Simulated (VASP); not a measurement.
# Ca (Fm-3m) in VASP: further runs

Runs on Ca. Level: PBE. Tasks: single point.

All numbers are computed with VASP 6.6.1; they aren't measurements. Logs are shortened: lines on timing, memory, paths and dates and some standing lists are left out, and cuts for length are marked.

**1. The cell of the first run**

The structure is cubic, space group Fm-3m (No. 225). The conventional cell has a = 5.588 Å, b = 5.588 Å, c = 5.588 Å, α = 90.00°, β = 90.00°, γ = 90.00°. Ca (site symmetry m-3m) has 12 Ca at 3.95 Å within 5.2 Å.

**2. Single point, PBE**

The input, INCAR:

```
PREC     = Accurate       # precision mode
ENCUT    = 520            # plane-wave cutoff, eV
EDIFF    = 1E-6           # SCF threshold, eV
ISMEAR   = 1              # smearing method
SIGMA    = 0.05           # smearing width, eV
LREAL    = F              # projectors in reciprocal space
LASPH    = T              # aspherical terms in the spheres
NELM     = 80             # most SCF steps
ALGO     = Fast           # electronic algorithm
ISIF     = 2              # what is computed and relaxed
LWAVE    = F              # write WAVECAR
LCHARG   = T              # write CHGCAR
GGA      = PE             # functional
LELF     = T              # ELF
LVHAR    = T            
NBANDS   = 11             # bands
```

The input, KPOINTS:

```
regular mesh
0
Gamma
  8 8 8
```

The input, POSCAR:

```
Ca
1.0
    0.0000000000      2.7942000000      2.7942000000
    2.7942000000      0.0000000000      2.7942000000
    2.7942000000      2.7942000000      0.0000000000
Ca
1
Direct
    0.0000000000      0.0000000000      0.0000000000
```

Potentials or basis: VASP PAW PBE potentials, release 64 (Ca_sv).

Run with:

```console
$ cat potpaw_PBE.64/Ca_sv/POTCAR > POTCAR
$ mpirun -np 1 vasp_std > vasp.out
```

OUTCAR:

```text
PREC = Accurate
   ENCUT = 520
   EDIFF = 1E-6
   ISMEAR = 1
   LREAL = F
   LASPH = T
   NELM = 80
   ISIF = 2
   GGA = PE

 ion  position               nearest neighbor table
   1  0.000  0.000  0.000-

  LATTYP: Found a face centered cubic cell.
 ALAT       =     5.5884000000

  Lattice vectors:

 A1 = (   0.0000000000,   2.7942000000,   2.7942000000)
 A2 = (   2.7942000000,   0.0000000000,   2.7942000000)
 A3 = (   2.7942000000,   2.7942000000,   0.0000000000)

Analysis of symmetry for initial positions (statically):
=====================================================================
 Subroutine PRICEL returns:
 Original cell was already a primitive cell.

 Routine SETGRP: Setting up the symmetry group for a
 face centered cubic supercell.

 Subroutine GETGRP returns: Found 48 space group operations
 (whereof 48 operations were pure point group operations)
 out of a pool of 48 trial point group operations.

The static configuration has the point symmetry O_h .

Analysis of symmetry for dynamics (positions and initial velocities):
=====================================================================
 Subroutine PRICEL returns:
 Original cell was already a primitive cell.

 Routine SETGRP: Setting up the symmetry group for a
 face centered cubic supercell.

 Subroutine GETGRP returns: Found 48 space group operations
 (whereof 48 operations were pure point group operations)
 out of a pool of 48 trial point group operations.

The dynamic configuration has the point symmetry O_h .

 Subroutine INISYM returns: Found 48 space group operations
 (whereof 48 operations are pure point group operations),
 and found     1 'primitive' translations

----------------------------------------------------------------------------------------

                                     Primitive cell

  volume of cell :      43.6317

  direct lattice vectors                    reciprocal lattice vectors
     0.000000000  2.794200000  2.794200000    -0.178942094  0.178942094  0.178942094
     2.794200000  0.000000000  2.794200000     0.178942094 -0.178942094  0.178942094
     2.794200000  2.794200000  0.000000000     0.178942094  0.178942094 -0.178942094

  length of vectors
     3.951595536  3.951595536  3.951595536     0.309936799  0.309936799  0.309936799

  position of ions in fractional coordinates (direct lattice)
     0.000000000  0.000000000  0.000000000

  ion indices of the primitive-cell ions
   primitive index   ion index
                 1           1

----------------------------------------------------------------------------------------

 KPOINTS: regular mesh

Automatic generation of k-mesh.
 Grid dimensions read from file:
 generate k-points for:    8    8    8

 Generating k-lattice:

  Cartesian coordinates                     Fractional coordinates (reciprocal lattice)
    -0.022367762  0.022367762  0.022367762     0.125000000  0.000000000  0.000000000
     0.022367762 -0.022367762  0.022367762     0.000000000  0.125000000  0.000000000
     0.022367762  0.022367762 -0.022367762     0.000000000  0.000000000  0.125000000

  Length of vectors
     0.038742100  0.038742100  0.038742100

  Shift w.r.t. Gamma in fractional coordinates (k-lattice)
     0.000000000  0.000000000  0.000000000

 Subroutine IBZKPT returns following result:
 ===========================================

 Found     29 irreducible k-points:

 Following reciprocal coordinates:
            Coordinates               Weight
  0.000000  0.000000  0.000000      1.000000
  0.125000  0.000000  0.000000      8.000000
  0.250000  0.000000  0.000000      8.000000
  0.375000  0.000000  0.000000      8.000000
  0.500000  0.000000  0.000000      4.000000
  0.125000  0.125000  0.000000      6.000000
[... 16 lines left out ...]
  0.500000  0.250000  0.125000     48.000000
 -0.375000  0.250000  0.125000     24.000000
 [... further k-points ...]
   k-points           NKPTS =     29   k-points in BZ     NKDIM =     29   number of bands    NBANDS=     11
   number of dos      NEDOS =    301   number of ions     NIONS =      1
   total plane-waves  NPLWV =  27000
   dimension x,y,z NGX =    30 NGY =   30 NGZ =   30
   dimension x,y,z NGXF=    60 NGYF=   60 NGZF=   60
   ions per type =               1
   NGX,Y,Z   is equivalent  to a cutoff of  12.62, 12.62, 12.62 a.u.
   NGXF,Y,Z  is equivalent  to a cutoff of  25.24, 25.24, 25.24 a.u.
 SYSTEM =  unknown system
   PREC   = accura    normal or accurate (medium, high low for compatibility)
   ISTART =      0    job   : 0-new  1-cont  2-samecut
   ICHARG =      2    charge: 1-file 2-atom 10-const
   ISPIN  =      1    spin polarized calculation?
   LNONCOLLINEAR =      F non collinear calculations
   LSORBIT =      F    spin-orbit coupling
   LASPH  =      T    aspherical Exc in radial PAW
   ENCUT  =  520.0 eV  38.22 Ry    6.18 a.u.   7.35  7.35  7.35*2*pi/ulx,y,z
   NELM   =     80;   NELMIN=  2; NELMDL= -5     # of ELM steps
   EDIFF  = 0.1E-05   stopping-criterion for ELM
   LREAL  =      F    real-space projection
   EDIFFG = 0.1E-04   stopping-criterion for IOM
   NSW    =      0    number of steps for IOM
   IBRION =     -1    ionic relax: 0-MD 1-quasi-New 2-CG
   NFREE  =      0    steps in history (QN), initial steepest desc. (CG)
   ISIF   =      2    stress and relaxation
   ISYM   =      2    0-nonsym 1-usesym 2-fastsym
   POTIM  = 0.5000    time-step for ionic-motion
   TEBEG  =    0.0;   TEEND  =   0.0 temperature during run
   PSTRESS=    0.0 pullay stress
   NELECT =      10.0000    total number of electrons
   NUPDOWN=      -1.0000    fix difference up-down
   EMIN   =  10.00;   EMAX   =-10.00  energy-range for DOS
   EFERMI =   0.00;   METHOD = LEGACY
   ISMEAR =     1;   SIGMA  =   0.05  broadening in eV -4-tet -1-fermi 0-gaus
   EFERMI_NEDOS =   21; number of points for ismear=-14 and -15
   IALGO  =     68    algorithm
   IMIX   =      4    mixing-type and parameters
     AMIX     =   0.40;   BMIX     =  1.00
     AMIX_MAG =   1.60;   BMIX_MAG =  1.00
  volume/ion in A,a.u.               =      43.63       294.44
  Fermi-wavevector in a.u.,A,eV,Ry     =   1.001861  1.893242 13.656506  1.003725
  Thomas-Fermi vector in A             =   2.134310
   LORBIT       =      0    0 simple, 1 ext, 2 COOP (PROOUT), +10 PAW based schemes
   GGA     = PE    functional components
   LHFCALC =     F    Hartree Fock is set to
   AEXX    =    0.0000 exact exchange contribution
   IVDW    =     0    specifies the selected vdW correction
   LEPSILON=     F    determine dielectric tensor
   LRPA    =     F    only Hartree local field effects (RPA)
 non-spin polarized calculation
 RMM-DIIS sequential band-by-band and
 Methfessel and Paxton  Order N= 1 SIGMA  =   0.05
  energy-cutoff  :      520.00
  volume of cell :       43.63
 maximum number of plane-waves:      1211
 NGX is ok and might be reduce to    30
   NGX = 15   NGY = 15   NGZ = 15

 number of electron      10.0000000 magnetization

 number of electron       9.9999997 magnetization

 Free energy of the ion-electron system (eV)
  ---------------------------------------------------
  ext. energy  EPLUGINS =         0.00000000
  ---------------------------------------------------
  free energy    TOTEN  =        -1.92593936 eV

  energy without entropy =       -1.92566783  energy(sigma->0) =       -1.92584885

 E-fermi :   1.7524     XC(G=0):  -7.6317

 val. band max:        1.7450879902   @ k =  -0.3750   0.2500   0.1250
 cond. band min:       1.8489822021   @ k =   0.5000   0.1250   0.0000
 fundamental gap:      0.1038942119
 Fermi energy:         1.7523540941

 k-point     1 :       0.0000    0.0000    0.0000
  band No.  band energies     occupation
      1     -40.2543      2.00000
      2     -21.1757      2.00000
      3     -21.1757      2.00000
      4     -21.1757      2.00000
      5      -2.1359      2.00000
      6       4.1276      0.00000
      7       4.1276      0.00000
      8       4.1276      0.00000
      9       5.1563      0.00000
     10       5.1563      0.00000
     11      10.8048      0.00000

 k-point     2 :       0.1250    0.0000    0.0000
  band No.  band energies     occupation
      1     -40.2526      2.00000
      2     -21.1938      2.00000
      3     -21.1782      2.00000
      4     -21.1782      2.00000
      5      -1.8776      2.00000
      6       3.8614      0.00000
      7       4.2148      0.00000
      8       4.2148      0.00000
      9       5.0877      0.00000
     10       5.0877      0.00000
     11      10.8785      0.00000

 k-point     3 :       0.2500    0.0000    0.0000
  band No.  band energies     occupation
      1     -40.2485      2.00000
      2     -21.2372      2.00000
      3     -21.1843      2.00000
      4     -21.1843      2.00000
      5      -1.1416      2.00000
      6       3.2323      0.00000
      7       4.2572      0.00000
      8       4.2572      0.00000
      9       5.1676      0.00000
     10       5.1676      0.00000
     11       9.0038      0.00000

 k-point     4 :       0.3750    0.0000    0.0000
  band No.  band energies     occupation
      1     -40.2444      2.00000
      2     -21.2801      2.00000
      3     -21.1903      2.00000
      4     -21.1903      2.00000
      5      -0.0606      2.00000
      6       2.4135     -0.00000
      7       4.1011      0.00000
      8       4.1011      0.00000
      9       5.5758      0.00000
     10       5.5758      0.00000
     11       7.4544      0.00000
[... 239 lines left out ...]
 k-point    22 :       0.3750    0.2500    0.1250
  band No.  band energies     occupation
      1     -40.2454      2.00000
      2     -21.2479      2.00000
      3     -21.2067      2.00000
      4     -21.1919      2.00000
      5      -0.5226      2.00000
      6       3.0296      0.00000
      7       3.7726      0.00000
      8       4.6609      0.00000
      9       4.7889      0.00000
     10       5.6699      0.00000
     11       9.0913      0.00000

 k-point    23 :       0.5000    0.2500    0.1250
  band No.  band energies     occupation
      1     -40.2421      2.00000
      2     -21.2711      2.00000
      3     -21.2202      2.00000
      4     -21.1991      2.00000
      5       0.5026      2.00000
      6       2.5295     -0.00000
      7       3.3741      0.00000
      8       4.5077      0.00000
      9       5.3277      0.00000
     10       6.0327      0.00000
     11       7.4328      0.00000

 k-point    24 :      -0.3750    0.2500    0.1250
  band No.  band energies     occupation
      1     -40.2408      2.00000
      2     -21.2810      2.00000
      3     -21.2244      2.00000
      4     -21.2030      2.00000
      5       1.5066      2.00000
      6       1.7451      1.24311
      7       3.3162      0.00000
      8       4.4145      0.00000
      9       5.6590      0.00000
     10       6.1964      0.00000
     11       6.6045      0.00000

 [... further k-points ...]
[... 5 lines left out ...]
  --------------------------------------------------------------------------------------
  -------------------------------------------------------------------------------------
  Total       -0.1651442     -0.1651442     -0.1651442     -0.0000000     -0.0000000      0.0000000
  in kB       -6.0641720     -6.0641720     -6.0641720     -0.0000000     -0.0000000      0.0000000
  external PRESSURE =      -6.0641720 kB  Pullay stress =       0.0000000 kB

 VOLUME and BASIS-vectors are now :
 -----------------------------------------------------------------------------
  energy-cutoff  :      520.00
  volume of cell :       43.63
      direct lattice vectors                 reciprocal lattice vectors
     0.000000000  2.794200000  2.794200000    -0.178942094  0.178942094  0.178942094
     2.794200000  0.000000000  2.794200000     0.178942094 -0.178942094  0.178942094
     2.794200000  2.794200000  0.000000000     0.178942094  0.178942094 -0.178942094

 POSITION                                       TOTAL-FORCE (eV/Angst)
 -----------------------------------------------------------------------------------
      0.00000      0.00000      0.00000        -0.000000      0.000000      0.000000
 -----------------------------------------------------------------------------------
    total drift:                               -0.000000     -0.000000      0.000000

  FREE ENERGIE OF THE ION-ELECTRON SYSTEM (eV)
  ---------------------------------------------------
  free  energy   TOTEN  =        -1.9259393553 eV

  energy  without entropy=       -1.9256678262  energy(sigma->0) =       -1.92584885
```

Wall time 8.1 s (1 thread of Intel Xeon 6975P-C (Granite Rapids), shared host); peak memory 0.16 GiB.

Results:

* Free energy: -1.9259 eV
* Pressure: -0.6 GPa
* Band gap on the k mesh: zero (band 5 reaches 2.05 eV, above the bottom of band 6 at 1.65 eV)

**3. Single point, PBE**

This run uses another cell than the first one, of 22.06 Å³/atom, 0.506 times its volume.

The input, INCAR:

```
PREC = Accurate
ENCUT = 520
EDIFF = 1E-7
ISMEAR = -1
SIGMA = 0.05
LREAL = False
LASPH = True
NELM = 80
ALGO = Normal
ISIF = 2
LWAVE = False
LCHARG = True
GGA = PE
LELF = True
LVHAR = True
NBANDS = 11
```

KPOINTS is that of step 2.

The input, POSCAR:

```
Ca
1.0
    0.0000000000      2.2259474052      2.2259474052
    2.2259474052      0.0000000000      2.2259474052
    2.2259474052      2.2259474052      0.0000000000
Ca
1
Direct
    0.0000000000      0.0000000000      0.0000000000
```

Potentials or basis: VASP PAW PBE potentials, release 64 (Ca_sv).

Run with:

```console
$ cat potpaw_PBE.64/Ca_sv/POTCAR > POTCAR
$ mpirun -np 1 vasp_std > vasp.out
```

It took 3.3 s on 1 thread of Intel Xeon 6975P-C (Granite Rapids), shared host; peak memory 0.13 GiB.

It converged, with:

```yaml
Free_energy: -0.7092 eV
Pressure: 30.1 GPa
Band_gap_on_the_k_mesh: zero (band 5 reaches 5.21 eV, above the bottom of band 6 at 5.05 eV)
```

Levels at points of the mesh, in eV from the Fermi level:
```
           k point  band 2  band 3  band 4  band 5  band 6  band 7  band 8  band 9
(0.00, 0.00, 0.00)  -21.32  -21.32  -21.32   -4.76    3.08    3.08    3.08    5.26
(0.50, 0.00, 0.00)  -22.47  -21.45  -21.45   -1.34    1.41    2.82    2.82    6.71
(0.50, 0.50, 0.00)  -22.38  -21.71  -21.71   -1.52   -0.21    3.50    6.71    7.11
```

**4. Single point, PBE**

This run uses another cell than the first one, of 25.20 Å³/atom, 0.577 times its volume.

The input, INCAR:

```
SYSTEM = Ca
PREC = Accurate ; ENCUT = 520
EDIFF = 1E-7 ; ISMEAR = -1
SIGMA = 0.05 ; LREAL = .False.
LASPH = .True. ; NELM = 80
ALGO = Normal ; ISIF = 2
LWAVE = .False. ; LCHARG = .False.
GGA = PE ; NBANDS = 11
```

The input, KPOINTS:

```
regular mesh
0
Gamma
  8 8 8
  0 0 0
```

The input, POSCAR:

```
Ca
1.0
    0.0000000000      2.3268745293      2.3268745293
    2.3268745293      0.0000000000      2.3268745293
    2.3268745293      2.3268745293      0.0000000000
Ca
1
Direct
    0.0000000000      0.0000000000      0.0000000000
```

Run with:

```console
$ cat potpaw_PBE.64/Ca_sv/POTCAR > POTCAR
$ mpirun -np 1 vasp_std > vasp.out
```

It took 2.9 s on 1 thread of Intel Xeon 6975P-C (Granite Rapids), shared host; peak memory 0.13 GiB.

Results (log left out):

```
Free energy            : -1.1962 eV
Pressure               : 20.0 GPa
Band gap on the k mesh : 0.21 eV, indirect (least direct gap 0.52 eV)
```

Levels at points of the mesh, in eV from the valence-band top:
| k point | band 3 | band 4 | band 5 | band 6 | band 7 | band 8 |
| --- | --- | --- | --- | --- | --- | --- |
| (0.00, 0.00, 0.00) | -21.48 | -21.48 | -4.55 | 3.13 | 3.13 | 3.13 |
| (0.50, 0.00, 0.00) | -21.58 | -21.58 | -1.08 | 1.02 | 2.91 | 2.91 |
| (0.50, 0.50, 0.00) | -21.75 | -21.75 | -1.05 | 0.21 | 2.86 | 6.28 |

A k mesh can miss the band edges.

**5. Single point, PBE**

This run uses another cell than the first one, of 30.02 Å³/atom, 0.688 times its volume.

The input, INCAR:

```
ALGO     = Normal         # electronic algorithm
EDIFF    = 1E-6           # SCF threshold, eV
ENCUT    = 520            # plane-wave cutoff, eV
GGA      = PE             # functional
ISIF     = 2              # what is computed and relaxed
ISMEAR   = -1             # smearing method
LASPH    = True           # aspherical terms in the spheres
LCHARG   = False          # write CHGCAR
LREAL    = False          # projectors in reciprocal space
LWAVE    = False          # write WAVECAR
NBANDS   = 11             # bands
NELM     = 60             # most SCF steps
PREC     = Accurate       # precision mode
SIGMA    = 0.05           # smearing width, eV
```

The input, KPOINTS:

```
k-points
0
Gamma
  8 8 8
```

The input, POSCAR:

```
Ca
1.0
    0.0000000000      2.4668183201      2.4668183201
    2.4668183201      0.0000000000      2.4668183201
    2.4668183201      2.4668183201      0.0000000000
Ca
1
Direct
    0.0000000000      0.0000000000      0.0000000000
```

Run with:

```console
$ cat potpaw_PBE.64/Ca_sv/POTCAR > POTCAR
$ mpirun -np 1 vasp_std > vasp.out
```

It took 4.7 s on 1 thread of Intel Xeon 6975P-C (Granite Rapids), shared host; peak memory 0.15 GiB.

It converged, with:

* Free energy: -1.6343 eV
* Pressure: 10.0 GPa
* Band gap on the k mesh: 0.15 eV, indirect (least direct gap 0.39 eV)

Levels at points of the mesh, in eV from the valence-band top:
| k point | band 2 | band 3 | band 4 | band 5 | band 6 | band 7 | band 8 | band 9 |
| --- | --- | --- | --- | --- | --- | --- | --- | --- |
| (0.00, 0.00, 0.00) | -22.03 | -22.03 | -22.03 | -4.51 | 2.82 | 2.82 | 2.82 | 4.40 |
| (0.50, 0.00, 0.00) | -22.49 | -22.09 | -22.09 | -1.10 | 0.38 | 2.64 | 2.64 | 5.43 |
| (0.50, 0.50, 0.00) | -22.46 | -22.19 | -22.19 | -0.85 | 0.34 | 1.94 | 5.42 | 5.71 |

**6. The runs side by side**

```csv
cell,smearing,gap on the mesh (eV),pressure (GPa)
"a = 3.952 Å, angles 60.0°, 1 atom",methfessel-paxton 0.05 eV,none,-0.6
"a = 3.148 Å, angles 60.0°, 1 atom",fermi-dirac 0.05 eV,none,30.1
"a = 3.291 Å, angles 60.0°, 1 atom",fermi-dirac 0.05 eV,0.21,20.0
"a = 3.489 Å, angles 60.0°, 1 atom",fermi-dirac 0.05 eV,0.15,10.0
```

Alike in all rows: task single point; level PBE; potentials or basis VASP PAW PBE potentials, release 64 (Ca_sv); no spin polarisation; k mesh 8 × 8 × 8; cutoff (eV) 520.

Total energies depend on the potentials used, so only differences within one code and one set of settings carry meaning.
